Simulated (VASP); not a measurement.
# B2Se (Cmmm) in VASP: relaxation of cell and atoms with PBE

Aim: the relaxation of cell and atoms of B2Se with PBE.

Program: VASP 6.6.1. These are calculated values, not measurements. Logs are shortened: lines on timing, memory, paths and dates and some standing lists are left out, and cuts for length are marked.

**1. The cell of the first run**

It takes space group Cmmm (No. 65, orthorhombic). The conventional cell has a = 4.309 Å, b = 9.191 Å, c = 3.062 Å, α = 90.00°, β = 90.00°, γ = 90.00°. Within 2.4 Å of B (site symmetry m) lie 2 B at 1.83 to 2.02 Å and 2 Se at 2.01 Å. Within 2.7 Å of Se (site symmetry 2/m) lie 4 B at 2.01 Å and 2 Se at 2.15 Å.

**2. Relaxation of cell and atoms, PBE**

The input, INCAR:

```
SYSTEM = B2Se
PREC = Accurate
ENCUT = 600
EDIFF = 1E-6
ISMEAR = 0
SIGMA = 0.1
LREAL = .FALSE.
LASPH = .TRUE.
NELM = 60
ALGO = Normal
ISIF = 3
LWAVE = .FALSE.
LCHARG = .FALSE.
GGA = PE
IBRION = 2
NSW = 90
EDIFFG = -0.04
```

The input, KPOINTS:

```
Automatic mesh
0
G
  4 4 6
  0 0 0
```

The input, POSCAR:

```
B2Se
1.0
    2.1546670700     -4.5954579300      0.0000000000
    2.1546670700      4.5954579300      0.0000000000
    0.0000000000      0.0000000000      3.0624818500
B Se
4 2
Direct
    0.1019200500      0.3216338200      0.5000000000
    0.8980799500      0.6783661800      0.5000000000
    0.3216338200      0.1019200500      0.5000000000
    0.6783661800      0.8980799500      0.5000000000
    0.0000000000      0.5000000000      0.0000000000
    0.5000000000      0.0000000000      0.0000000000
```

Potentials or basis: VASP PAW PBE potentials, release 64 (B, Se).

Run with:

```console
$ cat potpaw_PBE.64/B/POTCAR potpaw_PBE.64/Se/POTCAR > POTCAR
$ mpirun -np 1 vasp_std > vasp.out
```

OUTCAR:

```text
SYSTEM = B2Se
   PREC = Accurate
   ENCUT = 600
   EDIFF = 1E-6
   ISMEAR = 0
   LREAL = .FALSE.
   LASPH = .TRUE.
   NELM = 60
   ISIF = 3
   GGA = PE
   IBRION = 2
   NSW = 90
   EDIFFG = -0.04

 ion  position               nearest neighbor table
   1  0.102  0.322  0.500-   4 1.83   5 2.01   5 2.01   3 2.02
   2  0.898  0.678  0.500-   3 1.83   5 2.01   5 2.01   4 2.02
   3  0.322  0.102  0.500-   2 1.83   6 2.01   6 2.01   1 2.02
   4  0.678  0.898  0.500-   1 1.83   6 2.01   6 2.01   2 2.02
   5  0.000  0.500  0.000-   1 2.01   2 2.01   1 2.01   2 2.01   6 2.15   6 2.15
   6  0.500  0.000  0.000-   3 2.01   4 2.01   3 2.01   4 2.01   5 2.15   5 2.15

  LATTYP: Found a base centered orthorhombic cell.
 ALAT       =     4.3093341400
 B/A-ratio  =     2.1327925757
 C/A-ratio  =     0.7106624250

  Lattice vectors:

 A1 = (   2.1546670700,  -4.5954579300,   0.0000000000)
 A2 = (   2.1546670700,   4.5954579300,   0.0000000000)
 A3 = (   0.0000000000,   0.0000000000,   3.0624818500)

Analysis of symmetry for initial positions (statically):
=====================================================================
 Subroutine PRICEL returns:
 Original cell was already a primitive cell.

 Routine SETGRP: Setting up the symmetry group for a
 base centered orthorhombic supercell.

 Subroutine GETGRP returns: Found  8 space group operations
 (whereof  8 operations were pure point group operations)
 out of a pool of  8 trial point group operations.

The static configuration has the point symmetry D_2h.

Analysis of symmetry for dynamics (positions and initial velocities):
=====================================================================
 Subroutine PRICEL returns:
 Original cell was already a primitive cell.

 Routine SETGRP: Setting up the symmetry group for a
 base centered orthorhombic supercell.

 Subroutine GETGRP returns: Found  8 space group operations
 (whereof  8 operations were pure point group operations)
 out of a pool of  8 trial point group operations.

The dynamic configuration has the point symmetry D_2h.

 Subroutine INISYM returns: Found  8 space group operations
 (whereof  8 operations are pure point group operations),
 and found     1 'primitive' translations

----------------------------------------------------------------------------------------

                                     Primitive cell

  volume of cell :      60.6474

  direct lattice vectors                    reciprocal lattice vectors
     2.154667070 -4.595457930  0.000000000     0.232054412 -0.108803085  0.000000000
     2.154667070  4.595457930  0.000000000     0.232054412  0.108803085  0.000000000
     0.000000000  0.000000000  3.062481850     0.000000000  0.000000000  0.326532547

  length of vectors
     5.075512168  5.075512168  3.062481850     0.256295457  0.256295457  0.326532547

  position of ions in fractional coordinates (direct lattice)
     0.101920050  0.321633820  0.500000000
     0.898079950  0.678366180  0.500000000
     0.321633820  0.101920050  0.500000000
     0.678366180  0.898079950  0.500000000
     1.000000000  0.500000000  0.000000000
     0.500000000  1.000000000  0.000000000

  ion indices of the primitive-cell ions
   primitive index   ion index
                 1           1
                 2           2
                 3           3
                 4           4
                 5           5
                 6           6

----------------------------------------------------------------------------------------

 KPOINTS: Automatic mesh

Automatic generation of k-mesh.
 Grid dimensions read from file:
 generate k-points for:    4    4    6

 Generating k-lattice:

  Cartesian coordinates                     Fractional coordinates (reciprocal lattice)
     0.058013603 -0.027200771  0.000000000     0.250000000 -0.000000000  0.000000000
     0.058013603  0.027200771  0.000000000    -0.000000000  0.250000000  0.000000000
     0.000000000  0.000000000  0.054422091     0.000000000  0.000000000  0.166666667

  Length of vectors
     0.064073864  0.064073864  0.054422091

  Shift w.r.t. Gamma in fractional coordinates (k-lattice)
     0.000000000  0.000000000  0.000000000

 Subroutine IBZKPT returns following result:
 ===========================================

 Found     28 irreducible k-points:

 Following reciprocal coordinates:
            Coordinates               Weight
  0.000000  0.000000  0.000000      1.000000
  0.250000  0.000000  0.000000      4.000000
  0.500000  0.000000  0.000000      2.000000
  0.250000  0.250000  0.000000      2.000000
  0.500000  0.250000  0.000000      4.000000
 -0.250000  0.250000  0.000000      2.000000
[... 16 lines left out ...]
  0.250000  0.000000  0.500000      4.000000
  0.500000  0.000000  0.500000      2.000000
 [... further k-points ...]
   k-points           NKPTS =     28   k-points in BZ     NKDIM =     28   number of bands    NBANDS=     16
   number of dos      NEDOS =    301   number of ions     NIONS =      6
   total plane-waves  NPLWV =  42336
   dimension x,y,z NGX =    42 NGY =   42 NGZ =   24
   dimension x,y,z NGXF=    84 NGYF=   84 NGZF=   48
   ions per type =               4   2
   NGX,Y,Z   is equivalent  to a cutoff of  13.76, 13.76, 13.03 a.u.
   NGXF,Y,Z  is equivalent  to a cutoff of  27.51, 27.51, 26.06 a.u.
 SYSTEM =  B2Se
   PREC   = accura    normal or accurate (medium, high low for compatibility)
   ISTART =      0    job   : 0-new  1-cont  2-samecut
   ICHARG =      2    charge: 1-file 2-atom 10-const
   ISPIN  =      1    spin polarized calculation?
   LNONCOLLINEAR =      F non collinear calculations
   LSORBIT =      F    spin-orbit coupling
   LASPH  =      T    aspherical Exc in radial PAW
   ENCUT  =  600.0 eV  44.10 Ry    6.64 a.u.  10.14 10.14  6.12*2*pi/ulx,y,z
   NELM   =     60;   NELMIN=  2; NELMDL= -5     # of ELM steps
   EDIFF  = 0.1E-05   stopping-criterion for ELM
   LREAL  =      F    real-space projection
   EDIFFG = -.4E-01   stopping-criterion for IOM
   NSW    =     90    number of steps for IOM
   IBRION =      2    ionic relax: 0-MD 1-quasi-New 2-CG
   NFREE  =      1    steps in history (QN), initial steepest desc. (CG)
   ISIF   =      3    stress and relaxation
   ISYM   =      2    0-nonsym 1-usesym 2-fastsym
   POTIM  = 0.5000    time-step for ionic-motion
   TEBEG  =    0.0;   TEEND  =   0.0 temperature during run
   PSTRESS=    0.0 pullay stress
   NELECT =      24.0000    total number of electrons
   NUPDOWN=      -1.0000    fix difference up-down
   EMIN   =  10.00;   EMAX   =-10.00  energy-range for DOS
   EFERMI =   0.00;   METHOD = LEGACY
   ISMEAR =     0;   SIGMA  =   0.10  broadening in eV -4-tet -1-fermi 0-gaus
   EFERMI_NEDOS =   21; number of points for ismear=-14 and -15
   IALGO  =     38    algorithm
   IMIX   =      4    mixing-type and parameters
     AMIX     =   0.40;   BMIX     =  1.00
     AMIX_MAG =   1.60;   BMIX_MAG =  1.00
  volume/ion in A,a.u.               =      10.11        68.21
  Fermi-wavevector in a.u.,A,eV,Ry     =   1.201917  2.271293 19.655031  1.444604
  Thomas-Fermi vector in A             =   2.337713
   LORBIT       =      0    0 simple, 1 ext, 2 COOP (PROOUT), +10 PAW based schemes
   GGA     = PE    functional components
   LHFCALC =     F    Hartree Fock is set to
   AEXX    =    0.0000 exact exchange contribution
   IVDW    =     0    specifies the selected vdW correction
   LEPSILON=     F    determine dielectric tensor
   LRPA    =     F    only Hartree local field effects (RPA)
 conjugate gradient relaxation of ions
 non-spin polarized calculation
 Gauss-broadening in eV      SIGMA  =   0.10
  energy-cutoff  :      600.00
  volume of cell :       60.65
 maximum number of plane-waves:      2042
 NGX is ok and might be reduce to    42
   NGX = 21   NGY = 21   NGZ = 13

--------------------------------------- Ionic step        1  -------------------------------------------

 number of electron      24.0000001 magnetization

 Free energy of the ion-electron system (eV)
  ---------------------------------------------------
  ext. energy  EPLUGINS =         0.00000000
  ---------------------------------------------------
  free energy    TOTEN  =       -22.24088047 eV

  energy without entropy =      -22.22774496  energy(sigma->0) =      -22.23431271

------------------------ aborting loop because EDIFF is reached ----------------------------------------

  FORCE on cell =-STRESS in cart. coord.  units (eV):
  Direction    XX          YY          ZZ          XY          YZ          ZX
  --------------------------------------------------------------------------------------
  -------------------------------------------------------------------------------------
  Total       31.3449434      3.6277628     20.9457285     -0.0000000      0.0000000      0.0000000
  in kB      828.0672022     95.8378311    553.3419083     -0.0000000      0.0000000      0.0000000
  external PRESSURE =     492.4156472 kB  Pullay stress =       0.0000000 kB
[... 1019 lines left out ...]
      2      -9.4439      2.00000
      3      -6.9940      2.00000
      4      -5.4518      2.00000
      5      -4.0360      2.00000
      6      -2.3608      2.00000
[... 8 lines left out ...]
     15       5.5102      0.00000
     16       6.1411      0.00000

 [... further k-points ...]

[... ionic steps 4 to 44 ...]

--------------------------------------- Ionic step       45  -------------------------------------------

 number of electron      23.9999999 magnetization

------------------------ aborting loop because EDIFF is reached ----------------------------------------

  FORCE on cell =-STRESS in cart. coord.  units (eV):
  Direction    XX          YY          ZZ          XY          YZ          ZX
  --------------------------------------------------------------------------------------
  -------------------------------------------------------------------------------------
  Total        0.0999968      0.0279403      0.0994710      0.0000000      0.0000000      0.0000000
  in kB        1.7794555      0.4972016      1.7700997      0.0000000      0.0000000      0.0000000
  external PRESSURE =       1.3489189 kB  Pullay stress =       0.0000000 kB
[... 65 lines left out ...]
  energy  without entropy=      -29.3105978331  energy(sigma->0) =      -29.31718251

--------------------------------------- Ionic step       47  -------------------------------------------

 number of electron      23.9999999 magnetization

 Free energy of the ion-electron system (eV)
  ---------------------------------------------------
  ext. energy  EPLUGINS =         0.00000000
  ---------------------------------------------------
  free energy    TOTEN  =       -29.32396513 eV

  energy without entropy =      -29.31069888  energy(sigma->0) =      -29.31733200

 E-fermi :   3.0380     XC(G=0):  -9.4152

 val. band max:        3.0371932480   @ k =   0.2500   0.0000   0.1667
 cond. band min:       3.1648592724   @ k =   0.5000   0.0000   0.1667
 fundamental gap:      0.1276660244
 Fermi energy:         3.0380182811

 k-point     1 :       0.0000    0.0000    0.0000
  band No.  band energies     occupation
      1     -12.3182      2.00000
      2     -11.1889      2.00000
      3      -6.2831      2.00000
      4      -4.9372      2.00000
      5      -4.8440      2.00000
      6      -0.1975      2.00000
[... 480 lines left out ...]
  FREE ENERGIE OF THE ION-ELECTRON SYSTEM (eV)
  ---------------------------------------------------
  free  energy   TOTEN  =       -29.3239651271 eV

  energy  without entropy=      -29.3106988763  energy(sigma->0) =      -29.31733200

 reached required accuracy - stopping structural energy minimisation
```

It took 6.8 min on 1 thread of Intel Xeon 6975P-C (Granite Rapids), shared host; peak memory 0.22 GiB.

What came out:

```yaml
Free_energy: -29.3240 eV
Relaxed_volume: 15.05 Å³/atom
Relaxed_cell: a = 5.322 Å, b = 5.322 Å, c = 3.189 Å, α = 90.00°, β = 90.00°, γ = 91.65°
Space_group_after_relaxing_to_0.05_Å: Cmmm (No. 65)
Energy_gained_by_relaxing: 1180.5 meV/atom
Ionic_steps: 47
Pressure_after_relaxing: -0.1 GPa
Band_gap_on_the_k_mesh: zero (band 12 reaches 3.84 eV, above the bottom of band 13 at 2.39 eV)
```

The path:
| step | energy change (eV) | largest force (eV/Å) | pressure (GPa) | volume (Å³) |
| --- | --- | --- | --- | --- |
| 1 | 0.0000 | 4.6292 | 49.24 | 60.65 |
| 3 | -4.6855 | 2.4143 | -7.63 | 81.90 |
| 5 | -4.9148 | 4.8310 | 6.60 | 78.38 |
| 7 | -5.8514 | 1.2045 | 4.73 | 77.50 |
| 9 | -6.1066 | 1.2138 | 3.62 | 80.28 |
| 11 | -6.3109 | 0.6425 | -1.88 | 83.80 |
| 13 | -6.3464 | 0.4272 | 0.35 | 82.91 |
| 15 | -6.3710 | 0.2799 | 0.97 | 83.04 |
| 17 | -6.3984 | 0.1668 | 0.12 | 84.23 |
| 19 | -6.4183 | 0.1549 | -0.35 | 85.16 |
| 21 | -6.4268 | 0.2177 | 0.46 | 85.08 |
| 23 | -6.4395 | 0.4050 | 2.60 | 84.82 |
| 25 | -6.4745 | 0.5216 | 3.08 | 85.39 |
| 27 | -6.5985 | 0.6624 | 4.69 | 87.08 |
| 29 | -6.6116 | 0.6546 | 4.42 | 87.10 |
| 31 | -6.6212 | 0.5795 | 4.14 | 87.76 |
| 33 | -6.6652 | 0.5220 | 3.48 | 88.24 |
| 35 | -6.8212 | 0.3469 | 0.76 | 90.37 |
| 37 | -6.9373 | 0.4368 | -3.53 | 94.20 |
| 39 | -7.0591 | 0.3150 | -1.55 | 92.05 |
| 41 | -7.0752 | 0.1828 | -0.65 | 90.96 |
| 43 | -7.0814 | 0.0377 | 0.04 | 90.08 |
| 45 | -7.0824 | 0.0458 | 0.13 | 90.03 |
| 47 | -7.0831 | 0.0014 | -0.10 | 90.27 |

Final structure:
```xyz
6
Lattice="3.7084 -3.8166 0.0000 3.7084 3.8166 0.0000 0.0000 0.0000 3.1890" Properties=species:S:1:pos:R:3 pbc="T T T"
B     0.8585    0.8604    1.5945
B     6.5583   -0.8604    1.5945
B     0.8585   -0.8604    1.5945
B     6.5583    0.8604    1.5945
Se    1.8542    1.9083    0.0000
Se    1.8542   -1.9083    0.0000
```

Caveat: the k points lie up to 0.33 Å⁻¹ apart in the final cell; the volume moved by over 15 % at a fixed basis, so the end points are rough.
